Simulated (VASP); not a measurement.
Hf, 1 atom in the cell. Symmetry: Im-3m, No. 229, cubic system. Conventional cell: a = 3.610 Å, b = 3.610 Å, c = 3.610 Å, α = 90.00°, β = 90.00°, γ = 90.00°. Within 4.1 Å of Hf (site symmetry m-3m) lie 14 Hf at 3.13 to 3.61 Å. 

| Item | Value |
| --- | --- |
| Program | VASP 6.6.1 |
| Task | electric field gradients |
| Functional | PBEsol |
| Potentials or basis | VASP PAW PBE potentials, release 64 (Hf_pv) |
| Cutoff | 520 eV |
| k mesh | 16 × 16 × 16 |
| Occupations | fermi-dirac, width 0.08 eV |
| Spin | no spin polarisation |
| Dipole correction | no |
| Further INCAR settings | ALGO = Normal; EDIFF = 1e-08; NBANDS = 11 |

Potentials or basis: VASP PAW PBE potentials, release 64 (Hf_pv).

The run is started by

```console
$ cat potpaw_PBE.64/Hf_pv/POTCAR > POTCAR
$ mpirun -np 1 vasp_std > vasp.out
```

Hardware: 1 thread of AMD EPYC 7R43 64-Core Processor (Zen 3), on a shared host.

Question: How long does it take, and how much memory?

Answer: It took 44 s on 1 thread of AMD EPYC 7R43 64-Core Processor (Zen 3), with other jobs on the host, peak memory 0.13 GiB. Counts: scf iterations 14, k points 145.
